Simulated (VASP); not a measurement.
# Sn (Immm) in VASP: notebook

Runs on Sn. Level: PBEsol+D3(BJ). Tasks: single point.

Everything below comes from runs of VASP 6.6.1. Logs are shortened: lines on timing, memory, paths and dates and some standing lists are left out, and cuts for length are marked.

## Step 1: The cell of the first run

The structure is orthorhombic, space group Immm (No. 71). The conventional cell has a = 3.177 Å, b = 3.267 Å, c = 4.303 Å, α = 90.00°, β = 90.00°, γ = 90.00°. Within 4.1 Å of Sn (site symmetry mmm) lie 12 Sn at 3.13 to 3.27 Å.

## Step 2: Single point, PBEsol+D3(BJ) (strain -0.080 along x and y, -0.080 along z)

Contents of INCAR:

```
PREC = Accurate ; ENCUT = 520
EDIFF = 1E-6 ; ISMEAR = 0
SIGMA = 0.15 ; LREAL = F
LASPH = T ; NELM = 100
ALGO = Fast ; ISIF = 2
LWAVE = F ; LCHARG = T
GGA = PS ; IVDW = 12
LELF = T ; LVHAR = T
NBANDS = 13
```

Contents of KPOINTS:

```
Automatic mesh
0
Gamma
  20 20 20
```

Contents of POSCAR:

```
Sn
1.0
   -1.5884158800      1.6335032400      2.1512746400
    1.5884158800     -1.6335032400      2.1512746400
    1.5884158800      1.6335032400     -2.1512746400
Sn
1
Direct
    0.0000000000      0.0000000000      0.0000000000
```

Potentials or basis: VASP PAW PBE potentials, release 64 (Sn_d).

On the command line:

```sh
cat potpaw_PBE.64/Sn_d/POTCAR > POTCAR
mpirun -np 1 vasp_std > vasp.out
```

OUTCAR:

```text
PREC = Accurate
   ENCUT = 520
   EDIFF = 1E-6
   ISMEAR = 0
   LREAL = F
   LASPH = T
   NELM = 100
   ISIF = 2
   GGA = PS
   IVDW = 12
 IVDW          = 12

 ion  position               nearest neighbor table
   1  0.000  0.000  0.000-

  LATTYP: Found a body centered orthorhombic cell.
 ALAT       =     3.1768317600
 B/A-ratio  =     1.0283851103
 C/A-ratio  =     1.3543522620

  Lattice vectors:

 A1 = (  -1.5884158800,   1.6335032400,   2.1512746400)
 A2 = (   1.5884158800,  -1.6335032400,   2.1512746400)
 A3 = (   1.5884158800,   1.6335032400,  -2.1512746400)

Analysis of symmetry for initial positions (statically):
=====================================================================
 Subroutine PRICEL returns:
 Original cell was already a primitive cell.

 Routine SETGRP: Setting up the symmetry group for a
 body centered orthorhombic supercell.

 Subroutine GETGRP returns: Found  8 space group operations
 (whereof  8 operations were pure point group operations)
 out of a pool of  8 trial point group operations.

The static configuration has the point symmetry D_2h.

Analysis of symmetry for dynamics (positions and initial velocities):
=====================================================================
 Subroutine PRICEL returns:
 Original cell was already a primitive cell.

 Routine SETGRP: Setting up the symmetry group for a
 body centered orthorhombic supercell.

 Subroutine GETGRP returns: Found  8 space group operations
 (whereof  8 operations were pure point group operations)
 out of a pool of  8 trial point group operations.

The dynamic configuration has the point symmetry D_2h.

 Subroutine INISYM returns: Found  8 space group operations
 (whereof  8 operations are pure point group operations),
 and found     1 'primitive' translations

----------------------------------------------------------------------------------------

                                     Primitive cell

  volume of cell :      22.3275

  direct lattice vectors                    reciprocal lattice vectors
    -1.588415880  1.633503240  2.151274640     0.000000000  0.306090608  0.232420348
     1.588415880 -1.633503240  2.151274640     0.314779024  0.000000000  0.232420348
     1.588415880  1.633503240 -2.151274640     0.314779024  0.306090608  0.000000000

  length of vectors
     3.133589064  3.133589064  3.133589064     0.384331469  0.391286406  0.439064112

  position of ions in fractional coordinates (direct lattice)
     0.000000000  0.000000000  0.000000000

  ion indices of the primitive-cell ions
   primitive index   ion index
                 1           1

----------------------------------------------------------------------------------------

 KPOINTS: Automatic mesh

Automatic generation of k-mesh.
 Grid dimensions read from file:
 generate k-points for:   20   20   20

 Generating k-lattice:

  Cartesian coordinates                     Fractional coordinates (reciprocal lattice)
     0.000000000  0.015304530  0.011621017     0.050000000 -0.000000000  0.000000000
     0.015738951  0.000000000  0.011621017     0.000000000  0.050000000  0.000000000
     0.015738951  0.015304530  0.000000000     0.000000000 -0.000000000  0.050000000

  Length of vectors
     0.019216573  0.019564320  0.021953206

  Shift w.r.t. Gamma in fractional coordinates (k-lattice)
     0.000000000  0.000000000  0.000000000

 Subroutine IBZKPT returns following result:
 ===========================================

 Found   1166 irreducible k-points:

 Following reciprocal coordinates:
            Coordinates               Weight
  0.000000  0.000000  0.000000      1.000000
  0.050000 -0.000000  0.000000      4.000000
  0.100000 -0.000000  0.000000      4.000000
  0.150000 -0.000000  0.000000      4.000000
  0.200000 -0.000000  0.000000      4.000000
  0.250000  0.000000  0.000000      4.000000
[... 16 lines left out ...]
 -0.450000  0.050000 -0.000000      8.000000
 -0.400000  0.050000 -0.000000      8.000000
 [... further k-points ...]
   k-points           NKPTS =   1166   k-points in BZ     NKDIM =   1166   number of bands    NBANDS=     13
   number of dos      NEDOS =    301   number of ions     NIONS =      1
   total plane-waves  NPLWV =  13824
   dimension x,y,z NGX =    24 NGY =   24 NGZ =   24
   dimension x,y,z NGXF=    48 NGYF=   48 NGZF=   48
   ions per type =               1
   NGX,Y,Z   is equivalent  to a cutoff of  12.73, 12.73, 12.73 a.u.
   NGXF,Y,Z  is equivalent  to a cutoff of  25.47, 25.47, 25.47 a.u.
 SYSTEM =  unknown system
   PREC   = accura    normal or accurate (medium, high low for compatibility)
   ISTART =      0    job   : 0-new  1-cont  2-samecut
   ICHARG =      2    charge: 1-file 2-atom 10-const
   ISPIN  =      1    spin polarized calculation?
   LNONCOLLINEAR =      F non collinear calculations
   LSORBIT =      F    spin-orbit coupling
   LASPH  =      T    aspherical Exc in radial PAW
   ENCUT  =  520.0 eV  38.22 Ry    6.18 a.u.   5.83  5.83  5.83*2*pi/ulx,y,z
   NELM   =    100;   NELMIN=  2; NELMDL= -5     # of ELM steps
   EDIFF  = 0.1E-05   stopping-criterion for ELM
   LREAL  =      F    real-space projection
   EDIFFG = 0.1E-04   stopping-criterion for IOM
   NSW    =      0    number of steps for IOM
   IBRION =     -1    ionic relax: 0-MD 1-quasi-New 2-CG
   NFREE  =      0    steps in history (QN), initial steepest desc. (CG)
   ISIF   =      2    stress and relaxation
   ISYM   =      2    0-nonsym 1-usesym 2-fastsym
   POTIM  = 0.5000    time-step for ionic-motion
   TEBEG  =    0.0;   TEEND  =   0.0 temperature during run
   PSTRESS=    0.0 pullay stress
   NELECT =      14.0000    total number of electrons
   NUPDOWN=      -1.0000    fix difference up-down
   EMIN   =  10.00;   EMAX   =-10.00  energy-range for DOS
   EFERMI =   0.00;   METHOD = LEGACY
   ISMEAR =     0;   SIGMA  =   0.15  broadening in eV -4-tet -1-fermi 0-gaus
   EFERMI_NEDOS =   21; number of points for ismear=-14 and -15
   IALGO  =     68    algorithm
   IMIX   =      4    mixing-type and parameters
     AMIX     =   0.40;   BMIX     =  1.00
     AMIX_MAG =   1.60;   BMIX_MAG =  1.00
  volume/ion in A,a.u.               =      22.33       150.67
  Fermi-wavevector in a.u.,A,eV,Ry     =   1.401213  2.647909 26.713649  1.963398
  Thomas-Fermi vector in A             =   2.524097
   LORBIT       =      0    0 simple, 1 ext, 2 COOP (PROOUT), +10 PAW based schemes
   GGA     = PS    functional components
   LHFCALC =     F    Hartree Fock is set to
   AEXX    =    0.0000 exact exchange contribution
   IVDW    =    12    specifies the selected vdW correction
   LEPSILON=     F    determine dielectric tensor
   LRPA    =     F    only Hartree local field effects (RPA)
 non-spin polarized calculation
 RMM-DIIS sequential band-by-band and
 Gauss-broadening in eV      SIGMA  =   0.15
  energy-cutoff  :      520.00
  volume of cell :       22.33
 maximum number of plane-waves:       616
   NGX = 11   NGY = 11   NGZ = 11

 number of electron      14.0000003 magnetization

 Free energy of the ion-electron system (eV)
  ---------------------------------------------------
  ext. energy  EPLUGINS =         0.00000000
  ---------------------------------------------------
  free energy    TOTEN  =        -4.07843400 eV

  energy without entropy =       -4.07231078  energy(sigma->0) =       -4.07537239

 E-fermi :  10.6480     XC(G=0): -11.4595

 val. band max:       10.6402302528   @ k =   0.2000   0.4500   0.1500
 cond. band min:      10.6509723189   @ k =  -0.4500   0.4500   0.2500
 fundamental gap:      0.0107420661
 Fermi energy:        10.6479991846

 k-point     1 :       0.0000    0.0000    0.0000
  band No.  band energies     occupation
      1     -11.0488      2.00000
      2     -11.0218      2.00000
      3     -10.9748      2.00000
      4     -10.9017      2.00000
      5     -10.8323      2.00000
      6      -2.1496      2.00000
      7      19.6840      0.00000
      8      19.8182      0.00000
      9      20.4699      0.00000
     10      21.4983      0.00000
     11      23.3755      0.00000
     12      23.8965      0.00000
     13      24.1698      0.00000

 k-point     2 :       0.0500   -0.0000    0.0000
  band No.  band energies     occupation
      1     -11.0465      2.00000
      2     -11.0178      2.00000
      3     -10.9742      2.00000
      4     -10.9011      2.00000
      5     -10.8331      2.00000
      6      -2.0901      2.00000
      7      18.8679      0.00000
      8      19.7004      0.00000
      9      20.3147      0.00000
     10      21.3690      0.00000
     11      23.7558      0.00000
     12      24.3876      0.00000
     13      24.5720      0.00000

 k-point     3 :       0.1000   -0.0000    0.0000
  band No.  band energies     occupation
      1     -11.0406      2.00000
      2     -11.0078      2.00000
      3     -10.9724      2.00000
      4     -10.8979      2.00000
      5     -10.8345      2.00000
      6      -1.9111      2.00000
      7      17.1541      0.00000
      8      19.5273      0.00000
      9      19.9321      0.00000
     10      21.2617      0.00000
     11      24.1911      0.00000
     12      24.9307      0.00000
     13      25.5363      0.00000

 k-point     4 :       0.1500   -0.0000    0.0000
  band No.  band energies     occupation
      1     -11.0338      2.00000
      2     -10.9973      2.00000
      3     -10.9696      2.00000
      4     -10.8877      2.00000
      5     -10.8347      2.00000
      6      -1.6115      2.00000
      7      15.2850      0.00000
      8      19.2957      0.00000
      9      19.4541      0.00000
     10      21.1905      0.00000
     11      24.5157      0.00000
     12      24.9141      0.00000
     13      25.2222      0.00000

 k-point     5 :       0.2000   -0.0000    0.0000
  band No.  band energies     occupation
      1     -11.0290      2.00000
      2     -10.9924      2.00000
      3     -10.9670      2.00000
      4     -10.8662      2.00000
      5     -10.8307      2.00000
      6      -1.1903      2.00000
      7      13.4283      0.00000
      8      18.9623      0.00000
      9      19.0473      0.00000
     10      21.1366      0.00000
     11      24.0987      0.00000
     12      24.2123      0.00000
     13      25.7619      0.00000
[... 257 lines left out ...]
 k-point    22 :       0.5000    0.0500    0.0000
  band No.  band energies     occupation
      1     -11.0372      2.00000
      2     -11.0193      2.00000
      3     -10.9804      2.00000
      4     -10.7565      2.00000
      5     -10.7169      2.00000
      6       3.2214      2.00000
      7       4.9677      2.00000
      8      16.8268      0.00000
      9      17.8378      0.00000
     10      20.4888      0.00000
     11      22.5496      0.00000
     12      23.0952      0.00000
     13      24.0906      0.00000

 k-point    23 :      -0.4500    0.0500   -0.0000
  band No.  band energies     occupation
      1     -11.0360      2.00000
      2     -11.0165      2.00000
      3     -10.9781      2.00000
      4     -10.7627      2.00000
      5     -10.7279      2.00000
      6       2.3550      2.00000
      7       6.0393      2.00000
      8      17.0164      0.00000
      9      17.7923      0.00000
     10      20.3954      0.00000
     11      22.7756      0.00000
     12      22.9512      0.00000
     13      24.4331      0.00000

 k-point    24 :      -0.4000    0.0500   -0.0000
  band No.  band energies     occupation
      1     -11.0340      2.00000
      2     -11.0106      2.00000
      3     -10.9737      2.00000
      4     -10.7773      2.00000
      5     -10.7479      2.00000
      6       1.4123      2.00000
      7       7.4226      2.00000
      8      17.2508      0.00000
      9      17.8694      0.00000
     10      20.4023      0.00000
     11      22.8621      0.00000
     12      23.0965      0.00000
     13      24.8930      0.00000

 [... further k-points ...]

------------------------ aborting loop because EDIFF is reached ----------------------------------------

 Edisp (eV)   -0.47774

 E8    (eV) :    -0.3373

  FORCE on cell =-STRESS in cart. coord.  units (eV):
  Direction    XX          YY          ZZ          XY          YZ          ZX
  --------------------------------------------------------------------------------------
  -------------------------------------------------------------------------------------
  Total       1.61490     1.31062     1.41010     0.00000     0.00000     0.00000
  in kB     115.88184    94.04726   101.18616     0.00000     0.00000     0.00000
  external pressure =      103.71 kB  Pullay stress =        0.00 kB

 VOLUME and BASIS-vectors are now :
 -----------------------------------------------------------------------------
  energy-cutoff  :      520.00
  volume of cell :       22.33
      direct lattice vectors                 reciprocal lattice vectors
    -1.588415880  1.633503240  2.151274640     0.000000000  0.306090608  0.232420348
     1.588415880 -1.633503240  2.151274640     0.314779024  0.000000000  0.232420348
     1.588415880  1.633503240 -2.151274640     0.314779024  0.306090608  0.000000000

 POSITION                                       TOTAL-FORCE (eV/Angst)
 -----------------------------------------------------------------------------------
      0.00000      0.00000      0.00000         0.000000     -0.000000      0.000000
 -----------------------------------------------------------------------------------
    total drift:                                0.000000      0.000000     -0.000000

  FREE ENERGIE OF THE ION-ELECTRON SYSTEM (eV)
  ---------------------------------------------------
  free  energy   TOTEN  =        -4.5561776371 eV

  energy  without entropy=       -4.5500544145  energy(sigma->0) =       -4.55311603
```

It took 2.9 min on 1 thread of Intel Xeon Platinum 8259CL at 2.50GHz (Skylake/Cascade Lake), shared host; peak memory 0.41 GiB.

Results:

| Item | Value |
| --- | --- |
| Free energy | -4.5562 eV |
| Pressure | 10.4 GPa |
| Band gap on the k mesh | zero (bands 7 and 8 overlap by 11.68 eV) |
| Dispersion energy per atom | -0.478 eV |

Stress tensor (GPa, compression positive):
```
11.59  0.00  0.00
 0.00  9.40  0.00
 0.00  0.00 10.12
```

Levels at points of the mesh, in eV from the Fermi level:
| k point | band 5 | band 6 | band 7 | band 8 | band 9 | band 10 |
| --- | --- | --- | --- | --- | --- | --- |
| (0.00, 0.00, 0.00) | -21.48 | -12.80 | 9.04 | 9.17 | 9.82 | 10.85 |
| (0.50, 0.00, 0.00) | -21.36 | -7.36 | -5.87 | 6.65 | 7.57 | 10.32 |
| (0.00, 0.50, 0.00) | -21.36 | -7.03 | -5.78 | 6.10 | 7.11 | 10.36 |
| (0.50, 0.50, 0.00) | -21.32 | -5.09 | -4.80 | 2.36 | 2.73 | 6.39 |
| (0.50, 0.50, 0.50) | -21.33 | -4.15 | -4.00 | 1.26 | 2.05 | 5.12 |

Caveat: the cell differs from its parent crystal (strain -0.080 along x and y, -0.080 along z); the cell stands under pressure; the PAW data sets were made with another functional, which shifts forces and pressure a little; spin-orbit coupling is left out, which moves the levels of the heavy elements.

[end of part 1 of 2]
